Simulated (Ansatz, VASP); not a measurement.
## HgPt: VASP beside Ansatz

INCAR

```
PREC = Accurate
ENCUT = 500
EDIFF = 1E-6
ISMEAR = -1
SIGMA = 0.05
LREAL = F
LASPH = T
NELM = 120
ALGO = Normal
ISIF = 2
LWAVE = F
LCHARG = T
LELF = T
LVHAR = T
NBANDS = 18
GGA_COMPAT = F
```

The input KPOINTS:

```
regular mesh
0
Gamma
  12 12 9
```

The input POSCAR:

```
HgPt
1.0
    2.8642180253      0.0000000000      0.0000000000
    0.0000000000      2.8642180253      0.0000000000
    0.0000000000      0.0000000000      3.7773836587
Hg Pt
1 1
Direct
    0.0000000000      0.0000000000      0.0000000000
    0.5000000000      0.5000000000      0.5000000000
```

Input for Ansatz:

```yaml
crystal:
  lattice:
    - [2.8642180253, 0.0, 0.0]
    - [0.0, 2.8642180253, 0.0]
    - [0.0, 0.0, 3.7773836587]
  atoms:
    - { symbol: Hg, position: [0.0, 0.0, 0.0] }
    - { symbol: Pt, position: [0.5, 0.5, 0.5] }
kpoints:
  mp_grid: { grid: [12, 12, 9] }
  band_path:
    path:
      - [0.0, 0.0, 0.0]
      - [0.0, 0.5, 0.0]
      - [0.5, 0.5, 0.0]
      - [0.0, 0.0, 0.0]
      - [0.0, 0.0, 0.5]
      - [0.0, 0.5, 0.5]
      - [0.5, 0.5, 0.5]
      - [0.0, 0.0, 0.5]
      - [0.0, 0.5, 0.0]
    npoints: 6
scf:
  occupations: { method: fermi_dirac, width: 0.05 }
hamiltonian:
  xc: lda
  pseudopotentials: { kind: all_electron, lapw: { basis_error: 0.001 } }
output:
  forces: true
  stress: true
  eigenvalues: true
  populations: true
```

Change from the starting cell: volume scaled by 0.85, LAPW.

Alike in both runs: task single point; functional LDA; k mesh 12 × 12 × 9; occupations fermi-dirac, width 0.05 eV; no spin polarisation.

|  | VASP | Ansatz |
| --- | --- | --- |
| version | VASP 6.6.1 | Ansatz 0.2.0 |
| potentials or method | VASP PAW LDA potentials, release 64 (Hg, Pt), cutoff 500 eV | all-electron LAPW, scalar-relativistic |

Ansatz gave:

- pressure (GPa): 18.7
- traceless stress, the component that is largest in VASP (GPa): -0.31

Question: What did VASP give for the same quantities?

Answer: Pressure (GPa): 21.8; traceless stress, the component that is largest in VASP (GPa): -0.11.

LDA's correlation is that of Perdew and Zunger in VASP and of Perdew and Wang (1992) in Ansatz. Ansatz ran all-electron here, and VASP with PAW potentials.

Neither program's run includes spin-orbit coupling.
